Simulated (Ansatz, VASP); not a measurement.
## MgS in VASP and in Ansatz

The input INCAR:

```
SYSTEM = MgS
  PREC = Accurate
  ENCUT = 520
  EDIFF = 1E-8
  ISMEAR = -1
  SIGMA = 0.01
  LREAL = .FALSE.
  LASPH = .TRUE.
  NELM = 80
  ALGO = Normal
  ISIF = 2
  LWAVE = .FALSE.
  LCHARG = .FALSE.
  LEFG = .TRUE.
  NBANDS = 11
```

KPOINTS

```
regular mesh
0
G
  8 8 8
  0 0 0
```

The input POSCAR:

```
MgS
1.0
    0.0000000000      2.6016500000      2.5756335000
    2.6016500000      0.0000000000      2.5756335000
    2.6016500000      2.6016500000      0.0000000000
Mg S
1 1
Direct
    0.0000000000      0.0000000000      0.0000000000
    0.5000000000      0.5000000000      0.5000000000
```

Input for Ansatz:

```yaml
crystal:
  lattice:
    - [0.0, 2.60165, 2.5756335]
    - [2.60165, 0.0, 2.5756335]
    - [2.60165, 2.60165, 0.0]
  atoms:
    - { symbol: Mg, position: [0.0, 0.0, 0.0] }
    - { symbol: S, position: [0.5, 0.5, 0.5] }
kpoints:
  mp_grid: { grid: [8, 8, 8] }
scf:
  occupations: { method: fermi_dirac, width: 0.01 }
hamiltonian:
  xc: lda
  pseudopotentials: { kind: paw }
output:
  forces: true
  stress: true
  eigenvalues: true
  efg: { contact_densities: true }
```

Change from the starting cell: zz strain of -1 %, PAW files.

Alike in both runs: task electric field gradients; functional LDA; k mesh 8 × 8 × 8; occupations fermi-dirac, width 0.01 eV; no spin polarisation.

|  | VASP | Ansatz |
| --- | --- | --- |
| version | VASP 6.6.1 | Ansatz 0.2.0 |
| potentials or method | VASP PAW LDA potentials, release 64 (Mg, S) | PAW with Ansatz's default frozen-core files, scalar-relativistic |
| plane-wave cutoff (eV) | 520 | 420 |
| valence electrons in the cell | 8 | 16 |

Ansatz gave:

| Quantity | Value |
| --- | --- |
| gap on the k mesh at the Fermi level (eV) | 2.53 |
| pressure (GPa) | -2.5 |
| traceless stress, the component that is largest in VASP (GPa) | 0.68 |
| size of Vzz on the site where it differs most (V/Å²) | 0.7 |

Question: Estimate VASP's values.

Answer: gap on the k mesh at the Fermi level (eV): 2.53; pressure (GPa): -3.1; traceless stress, the component that is largest in VASP (GPa): 0.68; size of Vzz on the site where it differs most (V/Å²): 0.8.

LDA's correlation is that of Perdew and Zunger in VASP and of Perdew and Wang (1992) in Ansatz. VASP's potentials hold 8 valence electrons a cell and Ansatz's 16, so a difference there can come from the potentials and not from the codes.
